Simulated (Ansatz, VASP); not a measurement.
This is a calculation of MnO2 for Ansatz 0.2.0.

File input.yaml:

```yaml
crystal:
  lattice:
    - [1.4284348394, 0.824707239, 4.5839315268]
    - [-1.4284348394, 0.824707239, 4.5839315268]
    - [0.0, -1.6494144781, 4.5839315268]
  atoms:
    - { symbol: Mn, position: [0.0, 0.0, 0.0], spin: 4.0 }
    - { symbol: O, position: [0.73563551, 0.73563551, 0.73563551] }
    - { symbol: O, position: [0.26436449, 0.26436449, 0.26436449] }
hamiltonian:
  xc: pbesol
  pseudopotentials: { kind: paw }
magnetization:
  spin_polarized: true
kpoints:
  mp_grid: { grid: [11, 11, 11] }
scf:
  occupations: { method: fermi_dirac, width: 0.05 }
output:
  forces: true
  stress: true
  eigenvalues: true
```

Potentials or basis: Ansatz PAW.

The run is started by

```sh
$ ansatz run input.yaml --threads 1 --pin off --max-ram 3584MiB --backend cpu --events-out ev --progress --plain --runs-dir out
```

**Question.** Set up the same calculation for VASP 6.6.1. Potentials there: VASP PAW PBE potentials, release 64 (Mn_pv, O).

**Answer.** As run (the cutoff follows the program's own potentials):

The input INCAR:

```
PREC = Accurate
ENCUT = 520
EDIFF = 1E-6
ISMEAR = -1
SIGMA = 0.05
LREAL = False
LASPH = True
NELM = 150
ALGO = Normal
ISIF = 2
LWAVE = False
LCHARG = False
ISPIN = 2
MAGMOM = 4 0 0
LORBIT = 11
LMAXMIX = 4
GGA = PS
NBANDS = 24
```

KPOINTS

```
Automatic mesh
0
Gamma
  11 11 11
```

The input POSCAR:

```
MnO2
1.0
    1.4284348394      0.8247072390      4.5839315268
   -1.4284348394      0.8247072390      4.5839315268
    0.0000000000     -1.6494144781      4.5839315268
Mn O
1 2
Direct
    0.0000000000      0.0000000000      0.0000000000
    0.7356355100      0.7356355100      0.7356355100
    0.2643644900      0.2643644900      0.2643644900
```

Potentials or basis: VASP PAW PBE potentials, release 64 (Mn_pv, O).

Run with:

```bash
$ cat potpaw_PBE.64/Mn_pv/POTCAR potpaw_PBE.64/O/POTCAR > POTCAR
$ mpirun -np 1 vasp_std > vasp.out
```

Both were run:

|  | VASP | Ansatz | Ansatz less VASP |
| --- | --- | --- | --- |
| gap on the k mesh at the Fermi level (eV) | 0.73 | 0.77 | +0.035 |
| least direct gap on the mesh (eV) | 0.80 | 0.83 | +0.036 |
| pressure (GPa) | -1.1 | -2.0 | -0.89 |
| traceless stress, the component that is largest in VASP (GPa) | 1.02 | 1.43 | +0.417 |
| rms of the force components (eV/Å) | 0.038 | 0.077 | +0.0387 |
| net moment per atom (μB) | 1.00 | 1.00 | 0.000 |
| size of the moment on the site where the two differ most (μB) | 2.84 | 2.49 | -0.347 |

VASP's potentials were made for PBE, not for PBEsol. Site moments also hang on the region over which each program counts them. Atom by atom the forces differ by 0.039 eV/Å (rms over components). VASP's potentials hold 25 valence electrons a cell and Ansatz's 27, so a difference there can come from the potentials and not from the codes.

Noted on Ansatz's run: odd divisions of the mesh miss points on the zone boundary, where band edges often lie, so the gap on the mesh can be too wide.
